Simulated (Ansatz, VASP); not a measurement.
**One calculation of Ga, two programs**

```xyz
2
Lattice="1.4500 -4.0650 0.0000 1.4500 4.0650 0.0000 0.0000 0.0000 3.1700" Properties=species:S:1:pos:R:3 pbc="T T T"
Ga    1.4500    2.9837    2.3775
Ga    1.4500   -2.9837    0.7925
```

Alike in both runs: task single point; functional LDA; k mesh 10 × 10 × 8; occupations fermi-dirac, width 0.05 eV; no spin polarisation.

```csv
,VASP,Ansatz
version,VASP 6.6.1,Ansatz 0.2.0
potentials or method,"VASP PAW LDA potentials, release 64 (Ga_d), cutoff 500 eV","all-electron LAPW, scalar-relativistic"
```

|  | VASP | Ansatz | Ansatz less VASP |
| --- | --- | --- | --- |
| gap on the k mesh at the Fermi level (eV) | none | none | - |
| pressure (GPa) | -4.1 | -4.0 | +0.01 |
| traceless stress, the component that is largest in VASP (GPa) | 1.36 | 1.35 | -0.017 |
| rms of the force components (eV/Å) | 0.116 | 0.115 | -0.0014 |

LDA's correlation is that of Perdew and Zunger in VASP and of Perdew and Wang (1992) in Ansatz. Atom by atom the forces differ by 0.001 eV/Å (rms over components). A gap of «none» marks a metal or a gap that the smearing closes. Ansatz ran all-electron here, and VASP with PAW potentials.
